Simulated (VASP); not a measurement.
# AlIn2B2As (C2/m) in VASP: relaxation of cell and atoms with PBE

Aim: the relaxation of cell and atoms of AlIn2B2As with PBE.

All numbers are computed with VASP 6.6.1; they aren't measurements. Logs are shortened: lines on timing, memory, paths and dates and some standing lists are left out, and cuts for length are marked.

**1. The cell of the first run**

It takes space group C2/m (No. 12, monoclinic). Conventional cell: a = 4.188 Å, b = 7.035 Å, c = 8.444 Å, α = 90.00°, β = 90.06°, γ = 90.00°. Al (site symmetry 2/m) has 4 In at 2.48 to 3.04 Å within 3.3 Å. In (site symmetry m) has 2 Al at 2.48 to 3.04 Å and 2 B at 2.60 Å and 1 As at 2.98 Å within 3.3 Å. B (site symmetry 2) has 1 B at 1.63 Å and 2 As at 2.25 Å within 2.3 Å. Within 3.0 Å of As (site symmetry 2/m) lie 6 B at 2.25 to 2.70 Å and 2 In at 2.98 Å.

The cell was built from a structure type or drawn by symmetry, and may not be a known phase.

**2. Relaxation of cell and atoms, PBE**

File INCAR:

```
ALGO = Normal
EDIFF = 1E-6
EDIFFG = -0.08
ENCUT = 600
GGA = PE
IBRION = 2
ISIF = 3
ISMEAR = 0
LASPH = True
LCHARG = False
LREAL = False
LWAVE = False
NELM = 60
NSW = 36
PREC = Accurate
SIGMA = 0.2
```

File KPOINTS:

```
k-points
0
Gamma
  5 5 2
```

File POSCAR:

```
AlIn2B2As
1.0
    2.0939097300     -3.5175062600      0.0000000000
    2.0939097300      3.5175062600      0.0000000000
   -0.0091840800      0.0000000000      8.4435246100
Al In B As
1 2 2 1
Direct
    0.5000000000      0.5000000000      0.5000000000
    0.9099834600      0.9099834600      0.2890199000
    0.0900165400      0.0900165400      0.7109801000
    0.8843502700      0.1156497300      0.0000000000
    0.1156497300      0.8843502700      0.0000000000
    0.5000000000      0.5000000000      0.0000000000
```

Potentials or basis: VASP PAW PBE potentials, release 64 (Al, In_d, B, As).

Launch:

```
$ cat potpaw_PBE.64/Al/POTCAR potpaw_PBE.64/In_d/POTCAR potpaw_PBE.64/B/POTCAR potpaw_PBE.64/As/POTCAR > POTCAR
$ mpirun -np 1 vasp_std > vasp.out
```

OUTCAR:

```text
EDIFF = 1E-6
   EDIFFG = -0.08
   ENCUT = 600
   GGA = PE
   IBRION = 2
   ISIF = 3
   ISMEAR = 0
   LASPH = True
   LREAL = False
   NELM = 60
   NSW = 36
   PREC = Accurate

 ion  position               nearest neighbor table
   1  0.500  0.500  0.500-   2 2.48   3 2.48   3 3.04   2 3.04
   2  0.910  0.910  0.289-   1 2.48   4 2.60   5 2.60   6 2.98   1 3.04   3 3.64
   3  0.090  0.090  0.711-   1 2.48   4 2.60   5 2.60   6 2.98   1 3.04   2 3.64
   4  0.884  0.116  0.000-   5 1.63   6 2.25   6 2.25   2 2.60   3 2.60
   5  0.116  0.884  0.000-   4 1.63   6 2.25   6 2.25   2 2.60   3 2.60
   6  0.500  0.500  0.000-   5 2.25   4 2.25   5 2.25   4 2.25   2 2.98   3 2.98

  LATTYP: Found a base centered monoclinic cell.
 ALAT       =     4.1878194600
 B/A-ratio  =     1.6798748340
 C/A-ratio  =     2.0162114641
 COS(beta)  =    -0.0010877063

  Lattice vectors:

 A1 = (   2.0939097300,  -3.5175062600,   0.0000000000)
 A2 = (   2.0939097300,   3.5175062600,   0.0000000000)
 A3 = (  -0.0091840800,   0.0000000000,   8.4435246100)

Analysis of symmetry for initial positions (statically):
=====================================================================
 Subroutine PRICEL returns:
 Original cell was already a primitive cell.

 Routine SETGRP: Setting up the symmetry group for a
 base centered monoclinic supercell.

 Subroutine GETGRP returns: Found  4 space group operations
 (whereof  4 operations were pure point group operations)
 out of a pool of  4 trial point group operations.

The static configuration has the point symmetry C_2h.

Analysis of symmetry for dynamics (positions and initial velocities):
=====================================================================
 Subroutine PRICEL returns:
 Original cell was already a primitive cell.

 Routine SETGRP: Setting up the symmetry group for a
 base centered monoclinic supercell.

 Subroutine GETGRP returns: Found  4 space group operations
 (whereof  4 operations were pure point group operations)
 out of a pool of  4 trial point group operations.

The dynamic configuration has the point symmetry C_2h.

 Subroutine INISYM returns: Found  4 space group operations
 (whereof  4 operations are pure point group operations),
 and found     1 'primitive' translations

----------------------------------------------------------------------------------------

                                     Primitive cell

  volume of cell :     124.3789

  direct lattice vectors                    reciprocal lattice vectors
     2.093909730 -3.517506260  0.000000000     0.238787753 -0.142146158  0.000259731
     2.093909730  3.517506260  0.000000000     0.238787753  0.142146158  0.000259731
    -0.009184080  0.000000000  8.443524610     0.000000000  0.000000000  0.118433953

  length of vectors
     4.093569133  4.093569133  8.443529605     0.277894204  0.277894204  0.118433953

  position of ions in fractional coordinates (direct lattice)
     0.500000000  0.500000000  0.500000000
     0.909983460  0.909983460  0.289019900
     0.090016540  0.090016540  0.710980100
     0.884350270  0.115649730  0.000000000
     0.115649730  0.884350270  0.000000000
     0.500000000  0.500000000  0.000000000

  ion indices of the primitive-cell ions
   primitive index   ion index
                 1           1
                 2           2
                 3           3
                 4           4
                 5           5
                 6           6

----------------------------------------------------------------------------------------

 KPOINTS: k-points

Automatic generation of k-mesh.
 Grid dimensions read from file:
 generate k-points for:    5    5    2

 Generating k-lattice:

  Cartesian coordinates                     Fractional coordinates (reciprocal lattice)
     0.047757551 -0.028429232  0.000051946     0.200000000  0.000000000  0.000000000
     0.047757551  0.028429232  0.000051946     0.000000000  0.200000000  0.000000000
     0.000000000  0.000000000  0.059216977     0.000000000  0.000000000  0.500000000

  Length of vectors
     0.055578841  0.055578841  0.059216977

  Shift w.r.t. Gamma in fractional coordinates (k-lattice)
     0.000000000  0.000000000  0.000000000

 Subroutine IBZKPT returns following result:
 ===========================================

 Found     18 irreducible k-points:

 Following reciprocal coordinates:
            Coordinates               Weight
  0.000000  0.000000  0.000000      1.000000
  0.200000  0.000000 -0.000000      4.000000
  0.400000  0.000000  0.000000      4.000000
  0.200000  0.200000 -0.000000      2.000000
  0.400000  0.200000  0.000000      4.000000
 -0.400000  0.200000 -0.000000      4.000000
[... 10 lines left out ...]
  0.400000  0.400000  0.500000      2.000000
 -0.400000  0.400000  0.500000      2.000000
   k-points           NKPTS =     18   k-points in BZ     NKDIM =     18   number of bands    NBANDS=     24
   number of dos      NEDOS =    301   number of ions     NIONS =      6
   total plane-waves  NPLWV =  90720
   dimension x,y,z NGX =    36 NGY =   36 NGZ =   70
   dimension x,y,z NGXF=    72 NGYF=   72 NGZF=  140
   ions per type =               1   2   2   1
   NGX,Y,Z   is equivalent  to a cutoff of  14.62, 14.62, 13.78 a.u.
   NGXF,Y,Z  is equivalent  to a cutoff of  29.24, 29.24, 27.56 a.u.
 SYSTEM =  unknown system
   PREC   = accura    normal or accurate (medium, high low for compatibility)
   ISTART =      0    job   : 0-new  1-cont  2-samecut
   ICHARG =      2    charge: 1-file 2-atom 10-const
   ISPIN  =      1    spin polarized calculation?
   LNONCOLLINEAR =      F non collinear calculations
   LSORBIT =      F    spin-orbit coupling
   LASPH  =      T    aspherical Exc in radial PAW
   ENCUT  =  600.0 eV  44.10 Ry    6.64 a.u.   8.18  8.18 16.86*2*pi/ulx,y,z
   NELM   =     60;   NELMIN=  2; NELMDL= -5     # of ELM steps
   EDIFF  = 0.1E-05   stopping-criterion for ELM
   LREAL  =      F    real-space projection
   EDIFFG = -.8E-01   stopping-criterion for IOM
   NSW    =     36    number of steps for IOM
   IBRION =      2    ionic relax: 0-MD 1-quasi-New 2-CG
   NFREE  =      1    steps in history (QN), initial steepest desc. (CG)
   ISIF   =      3    stress and relaxation
   ISYM   =      2    0-nonsym 1-usesym 2-fastsym
   POTIM  = 0.5000    time-step for ionic-motion
   TEBEG  =    0.0;   TEEND  =   0.0 temperature during run
   PSTRESS=    0.0 pullay stress
   NELECT =      40.0000    total number of electrons
   NUPDOWN=      -1.0000    fix difference up-down
   EMIN   =  10.00;   EMAX   =-10.00  energy-range for DOS
   EFERMI =   0.00;   METHOD = LEGACY
   ISMEAR =     0;   SIGMA  =   0.20  broadening in eV -4-tet -1-fermi 0-gaus
   EFERMI_NEDOS =   21; number of points for ismear=-14 and -15
   IALGO  =     38    algorithm
   IMIX   =      4    mixing-type and parameters
     AMIX     =   0.40;   BMIX     =  1.00
     AMIX_MAG =   1.60;   BMIX_MAG =  1.00
  volume/ion in A,a.u.               =      20.73       139.89
  Fermi-wavevector in a.u.,A,eV,Ry     =   1.121621  2.119556 17.116574  1.258033
  Thomas-Fermi vector in A             =   2.258275
   LORBIT       =      0    0 simple, 1 ext, 2 COOP (PROOUT), +10 PAW based schemes
   GGA     = PE    functional components
   LHFCALC =     F    Hartree Fock is set to
   AEXX    =    0.0000 exact exchange contribution
   IVDW    =     0    specifies the selected vdW correction
   LEPSILON=     F    determine dielectric tensor
   LRPA    =     F    only Hartree local field effects (RPA)
 conjugate gradient relaxation of ions
 non-spin polarized calculation
 Gauss-broadening in eV      SIGMA  =   0.20
  energy-cutoff  :      600.00
  volume of cell :      124.38
 maximum number of plane-waves:      4172
 NGX is ok and might be reduce to    36
   NGX = 17   NGY = 17   NGZ = 33

--------------------------------------- Ionic step        1  -------------------------------------------

 number of electron      40.0000007 magnetization

 Free energy of the ion-electron system (eV)
  ---------------------------------------------------
  ext. energy  EPLUGINS =         0.00000000
  ---------------------------------------------------
  free energy    TOTEN  =       -20.28993780 eV

  energy without entropy =      -20.21921489  energy(sigma->0) =      -20.25457634

------------------------ aborting loop because EDIFF is reached ----------------------------------------

  FORCE on cell =-STRESS in cart. coord.  units (eV):
  Direction    XX          YY          ZZ          XY          YZ          ZX
  --------------------------------------------------------------------------------------
  -------------------------------------------------------------------------------------
  Total        5.3512080     -2.7611262      5.5422874      0.0000000      0.0000000     -4.9216493
  in kB       68.9311958    -35.5672455     71.3925705      0.0000000      0.0000000    -63.3978670
  external PRESSURE =      34.9188403 kB  Pullay stress =       0.0000000 kB
[... 101 lines left out ...]
  FREE ENERGIE OF THE ION-ELECTRON SYSTEM (eV)
  ---------------------------------------------------
  free  energy   TOTEN  =       -21.1163846073 eV

  energy  without entropy=      -21.0548173586  energy(sigma->0) =      -21.08560098

[... ionic steps 4 to 17 ...]

--------------------------------------- Ionic step       18  -------------------------------------------

 number of electron      40.0000002 magnetization

------------------------ aborting loop because EDIFF is reached ----------------------------------------

  FORCE on cell =-STRESS in cart. coord.  units (eV):
  Direction    XX          YY          ZZ          XY          YZ          ZX
  --------------------------------------------------------------------------------------
  -------------------------------------------------------------------------------------
  Total        0.1588280     -0.3651178     -0.0795513      0.0000000      0.0000000      0.5460874
  in kB        2.1870161     -5.0275676     -1.0953993      0.0000000      0.0000000      7.5194674
  external PRESSURE =      -1.3119836 kB  Pullay stress =       0.0000000 kB
[... 25 lines left out ...]
  energy  without entropy=      -22.1842757469  energy(sigma->0) =      -22.20632210

--------------------------------------- Ionic step       19  -------------------------------------------

 number of electron      39.9999999 magnetization

 E-fermi :   5.9636     XC(G=0):  -9.9921

 val. band max:        5.9627610104   @ k =   0.2000   0.2000  -0.0000
 cond. band min:       6.1325306896   @ k =   0.4000   0.4000   0.5000
 fundamental gap:      0.1697696791
 Fermi energy:         5.9636419363

 k-point     1 :       0.0000    0.0000    0.0000
  band No.  band energies     occupation
      1      -8.7208      2.00000
      2      -8.5335      2.00000
      3      -8.5206      2.00000
      4      -8.5084      2.00000
      5      -8.4731      2.00000
      6      -8.4473      2.00000
[... 512 lines left out ...]
  energy  without entropy=      -22.1892992067  energy(sigma->0) =      -22.21173533

--------------------------------------- Ionic step       20  -------------------------------------------

 number of electron      39.9999998 magnetization

 Free energy of the ion-electron system (eV)
  ---------------------------------------------------
  ext. energy  EPLUGINS =         0.00000000
  ---------------------------------------------------
  free energy    TOTEN  =       -22.23587137 eV

  energy without entropy =      -22.19073006  energy(sigma->0) =      -22.21330072

 E-fermi :   5.9972     XC(G=0): -10.0072

 val. band max:        5.9631407811   @ k =   0.2000   0.2000  -0.0000
 cond. band min:       6.1469193174   @ k =   0.4000   0.4000   0.5000
 fundamental gap:      0.1837785363
 Fermi energy:         5.9972487465

 k-point     1 :       0.0000    0.0000    0.0000
  band No.  band energies     occupation
      1      -8.6919      2.00000
      2      -8.4977      2.00000
      3      -8.4848      2.00000
      4      -8.4719      2.00000
      5      -8.4363      2.00000
      6      -8.4122      2.00000
[... 508 lines left out ...]
  FREE ENERGIE OF THE ION-ELECTRON SYSTEM (eV)
  ---------------------------------------------------
  free  energy   TOTEN  =       -22.2358713729 eV

  energy  without entropy=      -22.1907300627  energy(sigma->0) =      -22.21330072

 reached required accuracy - stopping structural energy minimisation
```

Wall time 24 min (1 thread of Intel Xeon 8259CL, shared host); peak memory 0.36 GiB.

Results:

```
Free energy                           : -22.2359 eV
Relaxed volume                        : 19.23 Å³/atom
Relaxed cell                          : a = 3.780 Å, b = 3.780 Å, c = 8.243 Å, α = 93.99°, β = 93.99°, γ = 99.78°
Space group after relaxing (to 0.1 Å) : C2/m (No. 12)
Energy gained by relaxing             : 324.3 meV/atom
Ionic steps                           : 20
Pressure after relaxing               : 0.5 GPa
Largest force after relaxing          : 0.077 eV/Å
Band gap on the k mesh                : zero (bands 20 and 21 overlap by 1.93 eV)
```

Forces in eV/Å, atoms in the order of the input:
```
Al   0.000  0.000  0.000
In   0.074  0.000 -0.021
In  -0.074  0.000  0.021
B    0.000  0.069  0.000
B    0.000 -0.069  0.000
As   0.000  0.000  0.000
```

The path:
| step | energy change (eV) | largest force (eV/Å) | pressure (GPa) | volume (Å³) |
| --- | --- | --- | --- | --- |
| 1 | 0.0000 | 1.6012 | 3.49 | 124.38 |
| 2 | -0.7576 | 0.3204 | -3.08 | 132.31 |
| 3 | -0.8264 | 0.2063 | -4.40 | 134.86 |
| 4 | -1.3561 | 0.3291 | -1.75 | 125.29 |
| 5 | -1.4760 | 0.9126 | 0.06 | 120.60 |
| 6 | -1.4899 | 1.2728 | 1.14 | 118.38 |
| 7 | -1.6477 | 1.0052 | 0.85 | 115.27 |
| 8 | -1.6593 | 0.5514 | 0.83 | 115.85 |
| 9 | -1.7452 | 0.4797 | 0.32 | 116.88 |
| 10 | -1.7496 | 0.4527 | 0.29 | 117.19 |
| 11 | -1.8153 | 0.6583 | -0.05 | 118.25 |
| 12 | -1.8233 | 1.2587 | -0.16 | 118.78 |
| 13 | -1.8514 | 1.0433 | -0.48 | 119.07 |
| 14 | -1.8987 | 0.5300 | -1.21 | 119.88 |
| 15 | -1.9008 | 0.4101 | -1.37 | 120.09 |
| 16 | -1.9150 | 0.2581 | -1.16 | 119.28 |
| 17 | -1.9371 | 0.1804 | -0.40 | 117.05 |
| 18 | -1.9384 | 0.3166 | -0.13 | 116.36 |
| 19 | -1.9442 | 0.1114 | 0.22 | 115.82 |
| 20 | -1.9459 | 0.0767 | 0.52 | 115.39 |

Final structure:
```
Al In B As
1.0
     2.43355   -2.89104   -0.09285
     2.43355    2.89104   -0.09285
    -0.57818    0.00000    8.22295
Al In B As
1 2 2 1
Direct
  0.50000 0.50000 0.50000
  0.95493 0.95493 0.29787
  0.04507 0.04507 0.70213
  0.86357 0.13643 0.00000
  0.13643 0.86357 0.00000
  0.50000 0.50000 0.00000
```

Caveat: the k points lie up to 0.38 Å⁻¹ apart in the final cell, too coarse for converged energies and pressures of a metal; spin-orbit coupling is left out, which moves the levels of the heavy elements; the relaxation stopped at a loose force limit of 0.08 eV/Å, so its end isn't a converged minimum.
